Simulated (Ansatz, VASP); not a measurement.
# Bi: VASP beside Ansatz

Contents of INCAR:

```
ALGO = Normal
EDIFF = 1E-7
ENCUT = 520
GGA = PS
ISIF = 2
ISMEAR = 0
LASPH = T
LCHARG = F
LREAL = F
LWAVE = F
NBANDS = 22
NELM = 80
PREC = Accurate
SIGMA = 0.05
```

KPOINTS

```
k-points
0
Gamma
  9 9 8
```

Contents of POSCAR:

```
Bi
1.0
    4.5367400000      0.0000000000      0.0000000000
   -2.2683700000      3.9289320904      0.0000000000
    0.0000000000      0.0000000000      5.1998300000
Bi
2
Direct
    0.3333333333      0.6666666667      0.2500000000
    0.6666666667      0.3333333333      0.7500000000
```

Input for Ansatz:

```yaml
crystal:
  lattice:
    - [4.53674, 0.0, 0.0]
    - [-2.26837, 3.9289320904, 0.0]
    - [0.0, 0.0, 5.19983]
  atoms:
    - { symbol: Bi, position: [0.3333333333, 0.6666666667, 0.25] }
    - { symbol: Bi, position: [0.6666666667, 0.3333333333, 0.75] }
basis:
  ecutwfc: 420
  fft_grid_basis: typed
kpoints:
  mp_grid: { grid: [9, 9, 8] }
hamiltonian:
  xc: pbesol
  pseudopotentials: { kind: paw }
scf:
  occupations: { method: gaussian, width: 0.05 }
output:
  forces: true
  stress: true
  eigenvalues: true
  bader: true
  write_density: true
  volumetric_format: npy
  elf: true
```

Alike in both runs: task single point; functional PBEsol; k mesh 9 × 9 × 8; occupations gaussian, width 0.05 eV; no spin polarisation.

```csv
,VASP,Ansatz
version,VASP 6.6.1,Ansatz 0.2.0
potentials or method,"VASP PAW PBE potentials, release 64 (Bi_d), cutoff 520 eV","scalar-relativistic, plane waves, PAW"
valence electrons in the cell,30,30
```

```csv
,VASP,Ansatz,Ansatz less VASP
gap on the k mesh at the Fermi level (eV),none,none,-
pressure (GPa),-8.6,-8.6,+0.05
"traceless stress, the component that is largest in VASP (GPa)",-2.70,-2.70,-0.008
```

VASP's potentials were made for PBE, not for PBEsol. A gap of «none» marks a metal or a gap that the smearing closes. With one functional, cell and mesh, what is left measures potentials, basis and numerics.

Neither program's run includes spin-orbit coupling.
